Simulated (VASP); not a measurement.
# Sr8Ti8O23 (a cell with a defect) in VASP: single point with PBEsol

Aim: the single point of Sr8Ti8O23 (a cell with a defect) with PBEsol.

All numbers are computed with VASP 6.6.1; they aren't measurements. Logs are shortened: lines on timing, memory, paths and dates and some standing lists are left out, and cuts for length are marked.

**1. The cell of the first run**

The cell holds a defect, 39 atoms: a = 7.783 Å, b = 7.783 Å, c = 7.783 Å, α = 90.00°, β = 90.00°, γ = 90.00°.

**2. Single point, PBEsol, collinear spin**

Contents of INCAR:

```
SYSTEM = Sr8Ti8O23
  ALGO = Normal
  EDIFF = 1E-6
  ENCUT = 520
  GGA = PS
  ISIF = 2
  ISMEAR = -1
  ISPIN = 2
  ISYM = 0
  LASPH = .TRUE.
  LCHARG = .TRUE.
  LELF = .TRUE.
  LMAXMIX = 4
  LORBIT = 11
  LREAL = Auto
  LVHAR = .TRUE.
  LWAVE = .FALSE.
  MAGMOM = 0 0 0 0 0 0 0 0 1 1 0 0 0 0 0 0 0 0 0 0 0 0 0 0 0 0 0 0 0 0 0 0 0 0 0 0 0 0 0
  NBANDS = 186
  NELM = 150
  PREC = Accurate
  SIGMA = 0.05
```

Contents of KPOINTS:

```
Automatic mesh
0
Gamma
  1 1 1
  0.25 0.25 0.25
```

Contents of POSCAR:

```
Sr8Ti8O23
1.0
    7.7828210000      0.0000000000      0.0000000000
    0.0000000000      7.7828210000      0.0000000000
    0.0000000000      0.0000000000      7.7828210000
Sr Ti O
8 8 23
Direct
    0.9938200000      0.9969460000      0.9978930000
    0.9921380000      0.9944850000      0.4993730000
    0.9920710000      0.5045110000      0.9989790000
    0.9927510000      0.5045200000      0.5002520000
    0.5018090000      0.9955950000      0.9985450000
    0.4986980000      0.9967560000      0.4996780000
    0.5003410000      0.5014890000      0.0008160000
    0.5020190000      0.5040660000      0.4983810000
    0.2411510000      0.2437980000      0.2402400000
    0.2510840000      0.2577820000      0.7597790000
    0.2464990000      0.7432110000      0.2516700000
    0.2482470000      0.7590950000      0.7483670000
    0.7392320000      0.2477790000      0.2503980000
    0.7489640000      0.2494300000      0.7458400000
    0.7463240000      0.7492350000      0.2481910000
    0.7470550000      0.7489800000      0.7491560000
    0.2832870000      0.2390680000      0.9997570000
    0.2349860000      0.7563140000      0.0001660000
    0.2665610000      0.7424460000      0.5009180000
    0.7339790000      0.2557190000      0.0006970000
    0.7722010000      0.2467940000      0.4983340000
    0.7652550000      0.7464690000      0.0002170000
    0.7348660000      0.7564890000      0.5006180000
    0.0057850000      0.2649290000      0.2376290000
    0.0041760000      0.2366910000      0.7579680000
    0.9999290000      0.7364390000      0.2644600000
    0.9994520000      0.7628780000      0.7361950000
    0.5009940000      0.2369190000      0.2727680000
    0.4996870000      0.2645480000      0.7226600000
    0.5007230000      0.7641580000      0.2348120000
    0.5004820000      0.7358510000      0.7664210000
    0.2352130000      0.0034520000      0.2672660000
    0.2642990000      0.0006690000      0.7385390000
    0.2647750000      0.4978270000      0.2520640000
    0.2356530000      0.4951410000      0.7482670000
    0.7656400000      0.0003820000      0.2444230000
    0.7369700000      0.0002230000      0.7557220000
    0.7373970000      0.5015570000      0.2542630000
    0.7643340000      0.5009550000      0.7463990000
```

Potentials or basis: VASP PAW PBE potentials, release 64 (Sr_sv, Ti_sv, O).

Launch:

```sh
$ cat potpaw_PBE.64/Sr_sv/POTCAR potpaw_PBE.64/Ti_sv/POTCAR potpaw_PBE.64/O/POTCAR > POTCAR
$ mpirun -np 1 vasp_std > vasp.out
```

OUTCAR:

```text
SYSTEM = Sr8Ti8O23
   EDIFF = 1E-6
   ENCUT = 520
   GGA = PS
   ISIF = 2
   ISMEAR = -1
   ISPIN = 2
   ISYM = 0
   LASPH = .TRUE.
   LORBIT = 11
   LREAL = Auto
   NELM = 150
   PREC = Accurate

 ion  position               nearest neighbor table
   1  0.994  0.997  0.998-  36 2.61  22 2.64  25 2.64  18 2.65  27 2.73  37 2.75  24 2.80  32 2.82
                            20 2.85  26 2.90  33 2.92  17 2.94   9 3.31  12 3.33  16 3.34  15 3.35
   2  0.992  0.994  0.499-  27 2.58  21 2.61  32 2.62  36 2.65  26 2.72  23 2.73  25 2.76  37 2.82
                            33 2.82  19 2.90  24 2.93  16 3.33  12 3.33  15 3.34  14 3.35  11 3.39
   3  0.992  0.505  0.999-  22 2.58  24 2.63  39 2.65  35 2.72  18 2.72  26 2.74  20 2.79  25 2.81
                            38 2.81  27 2.87  34 2.90  17 3.07  16 3.32  15 3.32  10 3.35  11 3.35
   4  0.993  0.505  0.500-  26 2.57  39 2.61  21 2.64  35 2.70  27 2.72  38 2.76  24 2.77  23 2.81
                            19 2.82  34 2.87  25 2.89  16 3.32  11 3.33  15 3.34  14 3.35  12 3.41
   5  0.502  0.996  0.999-  17 2.55  30 2.57  37 2.63  31 2.71  20 2.71  33 2.74  18 2.79  36 2.81
                            22 2.82  28 2.84  32 2.95  29 3.00  15 3.33  12 3.33  16 3.33  13 3.33
   6  0.499  0.997  0.500-  28 2.57  33 2.60  23 2.62  19 2.68  29 2.71  37 2.72  32 2.73  30 2.74
                            36 2.87  21 2.88  31 2.90  12 3.31  13 3.33  16 3.35  15 3.36  14 3.37
   7  0.500  0.501  0.001-  31 2.58  20 2.64  17 2.65  34 2.68  38 2.70  30 2.74  22 2.81  29 2.84
                            35 2.85  39 2.85  18 2.86  28 2.95  10 3.30  15 3.33  13 3.34  16 3.35
   8  0.502  0.504  0.498-  29 2.55  19 2.61  38 2.64  34 2.66  23 2.67  28 2.72  31 2.76  39 2.81
                            35 2.84  30 2.88  21 2.90  15 3.32  16 3.33  11 3.33  13 3.33  14 3.37
   9  0.241  0.244  0.240-  24 1.84  32 1.88  17 1.90  34 1.99  28 2.04   1 3.31   5 3.37   3 3.38
                             7 3.40   2 3.40   6 3.43   4 3.46   8 3.50
  10  0.251  0.258  0.760-  35 1.85  17 1.89  25 1.93  29 1.96  33 2.01   7 3.30   3 3.35   5 3.38
                             1 3.40   8 3.41   4 3.44   6 3.46   2 3.52
  11  0.246  0.743  0.252-  34 1.92  26 1.92  19 1.95  18 1.96  30 1.99  32 2.03   4 3.33   8 3.33
                             3 3.35   7 3.35   2 3.39   6 3.39   1 3.42   5 3.42
  12  0.248  0.759  0.748-  33 1.89  19 1.94  27 1.94  18 1.96  31 1.98  35 2.06   6 3.31   5 3.33
                             2 3.33   1 3.33   4 3.41   8 3.41   3 3.42   7 3.42
  13  0.739  0.248  0.250-  28 1.86  36 1.94  20 1.94  21 1.95  38 1.98  24 2.08   6 3.33   5 3.33
                             8 3.33   7 3.34   2 3.39   1 3.41   4 3.42   3 3.42
  14  0.749  0.249  0.746-  21 1.93  37 1.94  29 1.95  39 1.96  20 1.99  25 1.99   4 3.35   2 3.35
                             8 3.37   6 3.37   1 3.37   3 3.38   5 3.39   7 3.40
  15  0.746  0.749  0.248-  30 1.92  38 1.93  22 1.94  36 1.96  23 1.97  26 1.98   8 3.32   3 3.32
                             5 3.33   7 3.33   2 3.34   4 3.34   1 3.35   6 3.36
  16  0.747  0.749  0.749-  31 1.93  39 1.94  23 1.94  37 1.96  22 1.96  27 1.97   4 3.32   3 3.32
                             2 3.33   8 3.33   5 3.33   1 3.34   6 3.35   7 3.35
  17  0.283  0.239  1.000-  10 1.89   9 1.90   5 2.55   7 2.65   1 2.94   3 3.07
  18  0.235  0.756  0.000-  11 1.96  12 1.96   1 2.65   3 2.72   5 2.79   7 2.86
  19  0.267  0.742  0.501-  12 1.94  11 1.95   8 2.61   6 2.68   4 2.82   2 2.90
  20  0.734  0.256  0.001-  13 1.94  14 1.99   7 2.64   5 2.71   3 2.79   1 2.85
  21  0.772  0.247  0.498-  14 1.93  13 1.95   2 2.61   4 2.64   6 2.88   8 2.90
[... 16 lines left out ...]
  38  0.737  0.502  0.254-  15 1.93  13 1.98   8 2.64   7 2.70   4 2.76   3 2.81
  39  0.764  0.501  0.746-  16 1.94  14 1.96   4 2.61   3 2.65   8 2.81   7 2.85

IMPORTANT INFORMATION: All symmetrisations will be switched off!
NOSYMM: (Re-)initialisation of all symmetry stuff for point group C_1.

----------------------------------------------------------------------------------------

                                     Primitive cell

  volume of cell :     471.4234

  direct lattice vectors                    reciprocal lattice vectors
     7.782821000  0.000000000  0.000000000     0.128488115  0.000000000  0.000000000
     0.000000000  7.782821000  0.000000000     0.000000000  0.128488115  0.000000000
     0.000000000  0.000000000  7.782821000     0.000000000  0.000000000  0.128488115

  length of vectors
     7.782821000  7.782821000  7.782821000     0.128488115  0.128488115  0.128488115

  position of ions in fractional coordinates (direct lattice)
     0.993820000  0.996946000  0.997893000
     0.992138000  0.994485000  0.499373000
     0.992071000  0.504511000  0.998979000
     0.992751000  0.504520000  0.500252000
     0.501809000  0.995595000  0.998545000
     0.498698000  0.996756000  0.499678000
[... 31 lines left out ...]
     0.737397000  0.501557000  0.254263000
     0.764334000  0.500955000  0.746399000

  ion indices of the primitive-cell ions
   primitive index   ion index
                 1           1
                 2           2
                 3           3
                 4           4
                 5           5
                 6           6
[... 31 lines left out ...]
                38          38
[... 53 lines left out ...]
   LREAL  =      T    real-space projection
   EDIFFG = 0.1E-04   stopping-criterion for IOM
   NSW    =      0    number of steps for IOM
   IBRION =     -1    ionic relax: 0-MD 1-quasi-New 2-CG
   NFREE  =      0    steps in history (QN), initial steepest desc. (CG)
   ISIF   =      2    stress and relaxation
   ISYM   =      0    0-nonsym 1-usesym 2-fastsym
   POTIM  = 0.5000    time-step for ionic-motion
   TEBEG  =    0.0;   TEEND  =   0.0 temperature during run
   PSTRESS=    0.0 pullay stress
   NELECT =     314.0000    total number of electrons
   NUPDOWN=      -1.0000    fix difference up-down
   EMIN   =  10.00;   EMAX   =-10.00  energy-range for DOS
   EFERMI =   0.00;   METHOD = LEGACY
   ISMEAR =    -1;   SIGMA  =   0.05  broadening in eV -4-tet -1-fermi 0-gaus
   EFERMI_NEDOS =   21; number of points for ismear=-14 and -15
   IALGO  =     38    algorithm
   IMIX   =      4    mixing-type and parameters
     AMIX     =   0.40;   BMIX     =  1.00
     AMIX_MAG =   1.60;   BMIX_MAG =  1.00
  volume/ion in A,a.u.               =      12.09        81.57
  Fermi-wavevector in a.u.,A,eV,Ry     =   1.429709  2.701758 27.811234  2.044068
  Thomas-Fermi vector in A             =   2.549633
   LORBIT       =     11    0 simple, 1 ext, 2 COOP (PROOUT), +10 PAW based schemes
   GGA     = PS    functional components
   LHFCALC =     F    Hartree Fock is set to
   AEXX    =    0.0000 exact exchange contribution
   IVDW    =     0    specifies the selected vdW correction
   LEPSILON=     F    determine dielectric tensor
   LRPA    =     F    only Hartree local field effects (RPA)
 spin polarized calculation
  energy-cutoff  :      520.00
  volume of cell :      471.42
 maximum number of plane-waves:     12704
 NGX is ok and might be reduce to    60
   NGX = 29   NGY = 29   NGZ = 29

 number of electron     314.0000028 magnetization       0.0018227

 number of electron     314.0000028 magnetization      -0.0005461

 Free energy of the ion-electron system (eV)
  ---------------------------------------------------
  ext. energy  EPLUGINS =         0.00000000
  ---------------------------------------------------
  free energy    TOTEN  =      -325.31728093 eV

  energy without entropy =     -325.23632439  energy(sigma->0) =     -325.27680266

 E-fermi :   6.4221     XC(G=0): -11.4953

 val. band max:        6.3760836162   @ k =  -0.2500  -0.2500   0.2500
 cond. band min:       6.5276759225   @ k =  -0.2500  -0.2500   0.2500
 fundamental gap:      0.1515923062
 Fermi energy:         6.4220519377

 spin component 1

 k-point     1 :       0.2500    0.2500    0.2500
  band No.  band energies     occupation
      1     -52.0254      1.00000
      2     -52.0192      1.00000
      3     -51.9763      1.00000
      4     -51.9563      1.00000
      5     -51.9533      1.00000
      6     -51.8876      1.00000
[... 677 lines left out ...]
    168       7.6840      0.00000
    169       7.7080      0.00000
 Fermi energy:         6.4220519377

 spin component 2

 k-point     1 :       0.2500    0.2500    0.2500
  band No.  band energies     occupation
      1     -52.0254      1.00000
      2     -52.0192      1.00000
      3     -51.9763      1.00000
      4     -51.9563      1.00000
      5     -51.9533      1.00000
      6     -51.8876      1.00000
[... 677 lines left out ...]
    168       7.6840      0.00000
    169       7.7080      0.00000
 [bands above 169 left out]

------------------------ aborting loop because EDIFF is reached ----------------------------------------

  FORCE on cell =-STRESS in cart. coord.  units (eV):
  Direction    XX          YY          ZZ          XY          YZ          ZX
  --------------------------------------------------------------------------------------
  -------------------------------------------------------------------------------------
  Total        3.5004199      4.4153417      2.4735840     -0.3383798     -1.3629652     -0.4552406
  in kB       11.8965108     15.0059598      8.4067110     -1.1500161     -4.6321673     -1.5471785
  external PRESSURE =      11.7697272 kB  Pullay stress =       0.0000000 kB

 VOLUME and BASIS-vectors are now :
 -----------------------------------------------------------------------------
  energy-cutoff  :      520.00
  volume of cell :      471.42
      direct lattice vectors                 reciprocal lattice vectors
     7.782821000  0.000000000  0.000000000     0.128488115  0.000000000  0.000000000
     0.000000000  7.782821000  0.000000000     0.000000000  0.128488115  0.000000000
     0.000000000  0.000000000  7.782821000     0.000000000  0.000000000  0.128488115

 POSITION                                       TOTAL-FORCE (eV/Angst)
 -----------------------------------------------------------------------------------
      7.73472      7.75905      7.76642        -0.055008     -0.034683      0.014783
      7.72163      7.73990      3.88653        -0.043829      0.005453     -0.001666
      7.72111      3.92652      7.77487        -0.026190      0.017558     -0.000122
      7.72640      3.92659      3.89337        -0.028476      0.015968     -0.012638
      3.90549      7.74854      7.77150         0.062876     -0.024351     -0.008958
      3.88128      7.75757      3.88890         0.059647     -0.026953     -0.006381
[... 31 lines left out ...]
      5.73903      3.90353      1.97888        -0.004866     -0.071880     -0.019614
      5.94867      3.89884      5.80909        -0.018027     -0.100225     -0.009010
 -----------------------------------------------------------------------------------
    total drift:                                0.019858     -0.001561      0.015995

  FREE ENERGIE OF THE ION-ELECTRON SYSTEM (eV)
  ---------------------------------------------------
  free  energy   TOTEN  =      -325.3172809258 eV

  energy  without entropy=     -325.2363243911  energy(sigma->0) =     -325.27680266

 total charge

# of ion       s       p       d       tot
------------------------------------------
    1        1.999   5.763   0.217   7.979
    2        2.001   5.766   0.229   7.996
    3        1.999   5.763   0.218   7.980
    4        2.001   5.764   0.225   7.991
    5        2.000   5.767   0.223   7.989
    6        2.001   5.768   0.229   7.998
[... 31 lines left out ...]
   38        1.559   3.479   0.000   5.038
   39        1.560   3.481   0.000   5.041
--------------------------------------------------
tot         69.755 176.563  16.394 262.712

 magnetization (x)

# of ion       s       p       d       tot
------------------------------------------
    1       -0.000  -0.000  -0.000  -0.000
    2       -0.000  -0.000  -0.000  -0.000
    3       -0.000  -0.000  -0.000  -0.000
    4       -0.000  -0.000  -0.000  -0.000
    5       -0.000  -0.000   0.000   0.000
    6        0.000  -0.000  -0.000  -0.000
[... 31 lines left out ...]
   38        0.000   0.000   0.000   0.000
   39        0.000   0.000   0.000   0.000
--------------------------------------------------
tot         -0.000  -0.000  -0.000  -0.000
```

Run time: 44 min. Hardware: 1 thread of Oxide Virtual Turin-like, shared host; peak memory 0.91 GiB.

Results:

```yaml
Free_energy: -325.3173 eV
Pressure: 1.2 GPa
Largest_force: 0.324 eV/Å
Band_gap_on_the_k_mesh: 0.15 eV
Net_moment: 0.00 μB per cell
Valence_electrons_inside_the_program's_atomic_spheres: Sr 7.98, 8.00, 7.99 (each value once); Ti 10.42, 10.41, 10.35, 10.36, 10.38, 10.34 (each value once); O 5.05, 5.03, 5.04, 5.02 (each value once)
```

Forces in eV/Å, atoms in the order of the input:
```
Sr  -0.055 -0.035  0.015
Sr  -0.044  0.005 -0.002
Sr  -0.026  0.018  0.000
Sr  -0.028  0.016 -0.013
Sr   0.063 -0.024 -0.009
Sr   0.060 -0.027 -0.006
Sr   0.059  0.042  0.004
Sr   0.008  0.033  0.009
Ti   0.284  0.136  0.032
Ti  -0.216 -0.232 -0.069
Ti   0.050  0.163  0.009
Ti  -0.014 -0.212  0.002
Ti   0.211  0.105  0.027
Ti  -0.173  0.030  0.049
Ti   0.070  0.054  0.069
Ti   0.008  0.043  0.026
O   -0.014  0.060  0.006
O   -0.007 -0.043  0.057
O   -0.017  0.013 -0.032
O    0.052 -0.012 -0.223
O   -0.004 -0.031  0.121
O   -0.004 -0.011 -0.017
O    0.036 -0.055 -0.066
O   -0.150  0.005  0.066
O    0.193 -0.026  0.040
O    0.049  0.007 -0.007
O    0.084 -0.002  0.004
O   -0.208 -0.015  0.067
O    0.037 -0.042  0.023
O   -0.134 -0.008 -0.006
O   -0.107  0.021 -0.004
O    0.019 -0.077  0.001
O   -0.019  0.174 -0.067
O   -0.020 -0.119 -0.023
O    0.015  0.145 -0.038
O   -0.035  0.005 -0.004
O    0.002  0.070 -0.013
O   -0.005 -0.072 -0.020
O   -0.018 -0.100 -0.009
```

Caveat: semilocal functionals underestimate gaps, and a narrow one can read as zero; the PAW data sets were made with another functional, which shifts forces and pressure a little.
